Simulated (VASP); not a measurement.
# Si2Mo (P6_222) in VASP: further runs

Runs on Si2Mo. Level: LDA. Tasks: single point.

Program: VASP 6.6.1. These are calculated values, not measurements. Logs are shortened: lines on timing, memory, paths and dates and some standing lists are left out, and cuts for length are marked.

### 1 The cell of the first run

It takes space group P6_222 (No. 180, hexagonal). Conventional cell: a = 4.585 Å, b = 4.585 Å, c = 6.580 Å, α = 90.00°, β = 90.00°, γ = 120.00°. Si (site symmetry 2) has 9 Si at 2.55 to 3.20 Å and 5 Mo at 2.57 to 2.67 Å within 3.4 Å. Mo (site symmetry 222) has 10 Si at 2.57 to 2.67 Å and 4 Mo at 3.17 Å within 3.4 Å.

### 2 Single point, LDA

File INCAR:

```
PREC = Accurate ; ENCUT = 520
EDIFF = 1E-7 ; ISMEAR = 0
SIGMA = 0.1 ; LREAL = False
LASPH = True ; NELM = 80
ALGO = Normal ; ISIF = 2
LWAVE = False ; LCHARG = False
GGA = CA ; NBANDS = 43
```

File KPOINTS:

```
Automatic mesh
0
Gamma
  6 6 4
```

File POSCAR:

```
Si2Mo
1.0
    4.5854715600      0.0000000000      0.0000000000
   -2.2927357800      3.9711348600      0.0000000000
    0.0000000000      0.0000000000      6.5797601000
Si Mo
6 3
Direct
    0.1638729800      0.8361270200      0.8333333300
    0.3277459600      0.1638729800      0.1666666700
    0.8361270200      0.6722540400      0.5000000000
    0.8361270200      0.1638729800      0.8333333300
    0.6722540400      0.8361270200      0.1666666700
    0.1638729800      0.3277459600      0.5000000000
    0.5000000000      0.0000000000      0.5000000000
    0.0000000000      0.5000000000      0.1666666700
    0.5000000000      0.5000000000      0.8333333300
```

Potentials or basis: VASP PAW LDA potentials, release 64 (Si, Mo_sv).

Run with:

```console
> cat potpaw_LDA.64/Si/POTCAR potpaw_LDA.64/Mo_sv/POTCAR > POTCAR
> mpirun -np 1 vasp_std > vasp.out
```

OUTCAR:

```text
PREC = Accurate
   ENCUT = 520
   EDIFF = 1E-7
   ISMEAR = 0
   LREAL = False
   LASPH = True
   NELM = 80
   ISIF = 2
   GGA = CA

 ion  position               nearest neighbor table
   1  0.164  0.836  0.833-   3 2.55   2 2.55   7 2.57   8 2.57   4 2.60   9 2.64   9 2.64   9 2.67
                             4 2.67   4 2.67   6 3.15   5 3.15
   2  0.328  0.164  0.167-   6 2.55   1 2.55   7 2.57   9 2.57   5 2.60   8 2.64   8 2.64   8 2.67
                             5 2.67   5 2.67   3 3.15   4 3.15
   3  0.836  0.672  0.500-   1 2.55   5 2.55   8 2.57   9 2.57   6 2.60   7 2.64   7 2.64   7 2.67
                             6 2.67   6 2.67   4 3.15   2 3.15
   4  0.836  0.164  0.833-   6 2.55   5 2.55   7 2.57   8 2.57   1 2.60   9 2.64   9 2.64   9 2.67
                             1 2.67   1 2.67   3 3.15   2 3.15
   5  0.672  0.836  0.167-   3 2.55   4 2.55   7 2.57   9 2.57   2 2.60   8 2.64   8 2.64   8 2.67
                             2 2.67   2 2.67   6 3.15   1 3.15
   6  0.164  0.328  0.500-   2 2.55   4 2.55   8 2.57   9 2.57   3 2.60   7 2.64   7 2.64   7 2.67
                             3 2.67   3 2.67   5 3.15   1 3.15
   7  0.500  0.000  0.500-   1 2.57   2 2.57   4 2.57   5 2.57   6 2.64   3 2.64   6 2.64   3 2.64
                             6 2.67   3 2.67   8 3.17   9 3.17   9 3.17   8 3.17
   8  0.000  0.500  0.167-   3 2.57   6 2.57   4 2.57   1 2.57   5 2.64   2 2.64   2 2.64   5 2.64
                             5 2.67   2 2.67   7 3.17   7 3.17   9 3.17   9 3.17
   9  0.500  0.500  0.833-   3 2.57   6 2.57   5 2.57   2 2.57   1 2.64   4 2.64   1 2.64   4 2.64
                             1 2.67   4 2.67   7 3.17   7 3.17   8 3.17   8 3.17

  LATTYP: Found a hexagonal cell.
 ALAT       =     4.5854715600
 C/A-ratio  =     1.4349146023

  Lattice vectors:

 A1 = (   4.5854715600,   0.0000000000,   0.0000000000)
 A2 = (  -2.2927357800,   3.9711348600,   0.0000000000)
 A3 = (   0.0000000000,   0.0000000000,   6.5797601000)

Analysis of symmetry for initial positions (statically):
=====================================================================
 Subroutine PRICEL returns:
 Original cell was already a primitive cell.

 Routine SETGRP: Setting up the symmetry group for a
 hexagonal supercell.

 Subroutine GETGRP returns: Found 12 space group operations
 (whereof  4 operations were pure point group operations)
 out of a pool of 24 trial point group operations.

The static configuration has the point symmetry D_2 .
 The point group associated with its full space group is D_6 .

Analysis of symmetry for dynamics (positions and initial velocities):
=====================================================================
 Subroutine PRICEL returns:
 Original cell was already a primitive cell.

 Routine SETGRP: Setting up the symmetry group for a
 hexagonal supercell.

 Subroutine GETGRP returns: Found 12 space group operations
 (whereof  4 operations were pure point group operations)
 out of a pool of 24 trial point group operations.

The dynamic configuration has the point symmetry D_2 .
 The point group associated with its full space group is D_6 .

 Subroutine INISYM returns: Found 12 space group operations
 (whereof  4 operations are pure point group operations),
 and found     1 'primitive' translations

----------------------------------------------------------------------------------------

                                     Primitive cell

  volume of cell :     119.8143

  direct lattice vectors                    reciprocal lattice vectors
     4.585471560  0.000000000  0.000000000     0.218080079  0.125908592  0.000000000
    -2.292735780  3.971134860  0.000000000     0.000000000  0.251817185  0.000000000
     0.000000000  0.000000000  6.579760100     0.000000000  0.000000000  0.151981225

  length of vectors
     4.585471560  4.585471561  6.579760100     0.251817185  0.251817185  0.151981225

  position of ions in fractional coordinates (direct lattice)
     0.163872980  0.836127020  0.833333330
     0.327745960  0.163872980  0.166666670
     0.836127020  0.672254040  0.500000000
     0.836127020  0.163872980  0.833333330
     0.672254040  0.836127020  0.166666670
     0.163872980  0.327745960  0.500000000
     0.500000000  0.000000000  0.500000000
     1.000000000  0.500000000  0.166666670
     0.500000000  0.500000000  0.833333330

  ion indices of the primitive-cell ions
   primitive index   ion index
                 1           1
                 2           2
                 3           3
                 4           4
                 5           5
                 6           6
                 7           7
                 8           8
                 9           9

----------------------------------------------------------------------------------------

 KPOINTS: Automatic mesh

Automatic generation of k-mesh.
 Grid dimensions read from file:
 generate k-points for:    6    6    4

 Generating k-lattice:

  Cartesian coordinates                     Fractional coordinates (reciprocal lattice)
     0.036346680  0.020984765  0.000000000     0.166666667 -0.000000000  0.000000000
     0.000000000  0.041969531  0.000000000     0.000000000  0.166666667  0.000000000
     0.000000000  0.000000000  0.037995306     0.000000000  0.000000000  0.250000000

  Length of vectors
     0.041969531  0.041969531  0.037995306

  Shift w.r.t. Gamma in fractional coordinates (k-lattice)
     0.000000000  0.000000000  0.000000000

 Subroutine IBZKPT returns following result:
 ===========================================

 Found     21 irreducible k-points:

 Following reciprocal coordinates:
            Coordinates               Weight
  0.000000  0.000000  0.000000      1.000000
  0.166667  0.000000  0.000000      6.000000
  0.333333  0.000000  0.000000      6.000000
  0.500000  0.000000  0.000000      3.000000
  0.166667  0.166667  0.000000      6.000000
  0.333333  0.166667  0.000000     12.000000
[... 13 lines left out ...]
  0.333333  0.166667  0.500000     12.000000
  0.333333  0.333333  0.500000      2.000000
   k-points           NKPTS =     21   k-points in BZ     NKDIM =     21   number of bands    NBANDS=     43
   number of dos      NEDOS =    301   number of ions     NIONS =      9
   total plane-waves  NPLWV =  64800
   dimension x,y,z NGX =    36 NGY =   36 NGZ =   50
   dimension x,y,z NGXF=    72 NGYF=   72 NGZF=  100
   ions per type =               6   3
   NGX,Y,Z   is equivalent  to a cutoff of  13.05, 13.05, 12.63 a.u.
   NGXF,Y,Z  is equivalent  to a cutoff of  26.10, 26.10, 25.27 a.u.
 SYSTEM =  unknown system
   PREC   = accura    normal or accurate (medium, high low for compatibility)
   ISTART =      0    job   : 0-new  1-cont  2-samecut
   ICHARG =      2    charge: 1-file 2-atom 10-const
   ISPIN  =      1    spin polarized calculation?
   LNONCOLLINEAR =      F non collinear calculations
   LSORBIT =      F    spin-orbit coupling
   LASPH  =      T    aspherical Exc in radial PAW
   ENCUT  =  520.0 eV  38.22 Ry    6.18 a.u.   8.53  8.53 12.23*2*pi/ulx,y,z
   NELM   =     80;   NELMIN=  2; NELMDL= -5     # of ELM steps
   EDIFF  = 0.1E-06   stopping-criterion for ELM
   LREAL  =      F    real-space projection
   EDIFFG = 0.1E-05   stopping-criterion for IOM
   NSW    =      0    number of steps for IOM
   IBRION =     -1    ionic relax: 0-MD 1-quasi-New 2-CG
   NFREE  =      0    steps in history (QN), initial steepest desc. (CG)
   ISIF   =      2    stress and relaxation
   ISYM   =      2    0-nonsym 1-usesym 2-fastsym
   POTIM  = 0.5000    time-step for ionic-motion
   TEBEG  =    0.0;   TEEND  =   0.0 temperature during run
   PSTRESS=    0.0 pullay stress
   NELECT =      66.0000    total number of electrons
   NUPDOWN=      -1.0000    fix difference up-down
   EMIN   =  10.00;   EMAX   =-10.00  energy-range for DOS
   EFERMI =   0.00;   METHOD = LEGACY
   ISMEAR =     0;   SIGMA  =   0.10  broadening in eV -4-tet -1-fermi 0-gaus
   EFERMI_NEDOS =   21; number of points for ismear=-14 and -15
   IALGO  =     38    algorithm
   IMIX   =      4    mixing-type and parameters
     AMIX     =   0.40;   BMIX     =  1.00
     AMIX_MAG =   1.60;   BMIX_MAG =  1.00
  volume/ion in A,a.u.               =      13.31        89.84
  Fermi-wavevector in a.u.,A,eV,Ry     =   1.342002  2.536017 24.503685  1.800970
  Thomas-Fermi vector in A             =   2.470191
   LORBIT       =      0    0 simple, 1 ext, 2 COOP (PROOUT), +10 PAW based schemes
   GGA     = CA    functional components
   LHFCALC =     F    Hartree Fock is set to
   AEXX    =    0.0000 exact exchange contribution
   IVDW    =     0    specifies the selected vdW correction
   LEPSILON=     F    determine dielectric tensor
   LRPA    =     F    only Hartree local field effects (RPA)
 non-spin polarized calculation
 Gauss-broadening in eV      SIGMA  =   0.10
  energy-cutoff  :      520.00
  volume of cell :      119.81
 maximum number of plane-waves:      3300
 NGX is ok and might be reduce to    36
   NGX = 17   NGY = 17   NGZ = 25

 number of electron      65.9999996 magnetization

 Free energy of the ion-electron system (eV)
  ---------------------------------------------------
  ext. energy  EPLUGINS =         0.00000000
  ---------------------------------------------------
  free energy    TOTEN  =       -77.17964665 eV

  energy without entropy =      -77.17732226  energy(sigma->0) =      -77.17848446

 E-fermi :  12.8707     XC(G=0): -12.5850

 val. band max:       12.8600142959   @ k =   0.5000   0.0000   0.5000
 cond. band min:      12.8813490101   @ k =   0.5000   0.0000   0.0000
 fundamental gap:      0.0213347142
 Fermi energy:        12.8706804882

 k-point     1 :       0.0000    0.0000    0.0000
  band No.  band energies     occupation
      1     -47.9490      2.00000
      2     -47.9177      2.00000
      3     -47.9177      2.00000
      4     -22.3814      2.00000
      5     -22.3790      2.00000
      6     -22.3790      2.00000
[... 35 lines left out ...]
     42      15.7992      0.00000
     43      16.2838      0.00000
[... 879 lines left out ...]
      3     -47.9228      2.00000
      4     -22.4257      2.00000
      5     -22.4199      2.00000
      6     -22.4199      2.00000
[... 35 lines left out ...]
     42      16.0790      0.00000
     43      16.2711      0.00000

------------------------ aborting loop because EDIFF is reached ----------------------------------------

  FORCE on cell =-STRESS in cart. coord.  units (eV):
  Direction    XX          YY          ZZ          XY          YZ          ZX
  --------------------------------------------------------------------------------------
  -------------------------------------------------------------------------------------
  Total       -3.1461234     -3.1461234     -3.4327534      0.0000000     -0.0000000      0.0000000
  in kB      -42.0704966    -42.0704967    -45.9033609      0.0000000     -0.0000000      0.0000000
  external PRESSURE =     -43.3481181 kB  Pullay stress =       0.0000000 kB

 VOLUME and BASIS-vectors are now :
 -----------------------------------------------------------------------------
  energy-cutoff  :      520.00
  volume of cell :      119.81
      direct lattice vectors                 reciprocal lattice vectors
     4.585471560  0.000000000  0.000000000     0.218080079  0.125908592  0.000000000
    -2.292735780  3.971134860  0.000000000     0.000000000  0.251817185  0.000000000
     0.000000000  0.000000000  6.579760100     0.000000000  0.000000000  0.151981225

 POSITION                                       TOTAL-FORCE (eV/Angst)
 -----------------------------------------------------------------------------------
     -1.16558      3.32037      5.48313         0.041828     -0.024150      0.000000
      1.12715      0.65076      1.09663         0.041828      0.024150     -0.000000
      2.29274      2.66961      3.28988         0.000000     -0.048299      0.000000
      3.45832      0.65076      5.48313        -0.041828      0.024150      0.000000
      1.16558      3.32037      1.09663        -0.041828     -0.024150      0.000000
      0.00000      1.30152      3.28988        -0.000000      0.048299      0.000000
      2.29274      0.00000      3.28988        -0.000000      0.000000      0.000000
     -1.14637      1.98557      1.09663        -0.000000     -0.000000      0.000000
      1.14637      1.98557      5.48313        -0.000000      0.000000     -0.000000
 -----------------------------------------------------------------------------------
    total drift:                               -0.000000     -0.000000      0.000059

  FREE ENERGIE OF THE ION-ELECTRON SYSTEM (eV)
  ---------------------------------------------------
  free  energy   TOTEN  =       -77.1796466549 eV

  energy  without entropy=      -77.1773222556  energy(sigma->0) =      -77.17848446
```

Run time: 2.9 min. Hardware: 1 thread of Intel Xeon 8259CL, shared host; peak memory 0.25 GiB.

What came out:

| Item | Value |
| --- | --- |
| Free energy | -77.1796 eV |
| Pressure | -4.3 GPa |
| Largest force | 0.048 eV/Å |
| Band gap on the k mesh | 0.02 eV (least direct gap 0.50 eV) |

Forces in eV/Å, atoms in the order of the input:
```
Si   0.042 -0.024  0.000
Si   0.042  0.024  0.000
Si   0.000 -0.048  0.000
Si  -0.042  0.024  0.000
Si  -0.042 -0.024  0.000
Si   0.000  0.048  0.000
Mo   0.000  0.000  0.000
Mo   0.000  0.000  0.000
Mo   0.000  0.000  0.000
```

Stress tensor (GPa, compression positive):
```
-4.21  0.00  0.00
 0.00 -4.21  0.00
 0.00  0.00 -4.59
```

Caveat: the cell stands under tension.

### 3 Single point, LDA

This run uses another cell than the first one, of 13.02 Å³/atom.

File INCAR:

```
SYSTEM = Si2Mo
PREC     = Accurate       ! precision mode
ENCUT    = 520            ! plane-wave cutoff, eV
EDIFF    = 1E-6           ! SCF threshold, eV
ISMEAR   = 0              ! smearing method
SIGMA    = 0.1            ! smearing width, eV
LREAL    = .False.        ! projectors in reciprocal space
LASPH    = .True.         ! aspherical terms in the spheres
NELM     = 80             ! most SCF steps
ALGO     = Normal         ! electronic algorithm
ISIF     = 2              ! what is computed and relaxed
LWAVE    = .False.        ! write WAVECAR
LCHARG   = .False.        ! write CHGCAR
NBANDS   = 43             ! bands
```

File KPOINTS:

```
Automatic mesh
0
Gamma
  9 9 6
  0 0 0
```

File POSCAR:

```
Si2Mo
1.0
    4.5508107270      0.0000000000      0.0000000000
   -2.2754053635      3.9411176974      0.0000000000
    0.0000000000      0.0000000000      6.5317655787
Si Mo
6 3
Direct
    0.1642261811      0.8357738189      0.8333333333
    0.3284523623      0.1642261811      0.1666666667
    0.8357738189      0.6715476377      0.5000000000
    0.8357738189      0.1642261811      0.8333333333
    0.6715476377      0.8357738189      0.1666666667
    0.1642261811      0.3284523623      0.5000000000
    0.5000000000      0.0000000000      0.5000000000
    0.0000000000      0.5000000000      0.1666666667
    0.5000000000      0.5000000000      0.8333333333
```

Potentials or basis: VASP PAW LDA potentials, release 64 (Si, Mo_sv).

Run with:

```console
> cat potpaw_LDA.64/Si/POTCAR potpaw_LDA.64/Mo_sv/POTCAR > POTCAR
> mpirun -np 1 vasp_std > vasp.out
```

Wall time 5.6 min (1 thread of Intel Xeon 8259CL, shared host); peak memory 0.32 GiB.

The run converged. Its results:

- Free energy: -77.2117 eV
- Pressure: 0.6 GPa
- Largest force: 0.006 eV/Å
- Band gap on the k mesh: 0.15 eV (least direct gap 0.58 eV)

Forces on the atoms (eV/Å):
```
Si  -0.005  0.003  0.000
Si  -0.005 -0.003  0.000
Si   0.000  0.006  0.000
Si   0.005 -0.003  0.000
Si   0.005  0.003  0.000
Si   0.000 -0.006  0.000
Mo   0.000  0.000  0.000
Mo   0.000  0.000  0.000
Mo   0.000  0.000  0.000
```

Levels at points of the mesh, in eV from the valence-band top:
```csv
k point,band 31,band 32,band 33,band 34,band 35,band 36
"(0.00, 0.00, 0.00)",-2.70,-2.05,-0.81,2.08,2.47,2.47
"(0.00, 0.00, 0.50)",-1.99,-0.71,-0.71,1.96,2.40,2.40
```

Caveat: an odd mesh through Γ misses points on the zone boundary, where band edges can lie.

(Continued in part 2 of 2.)
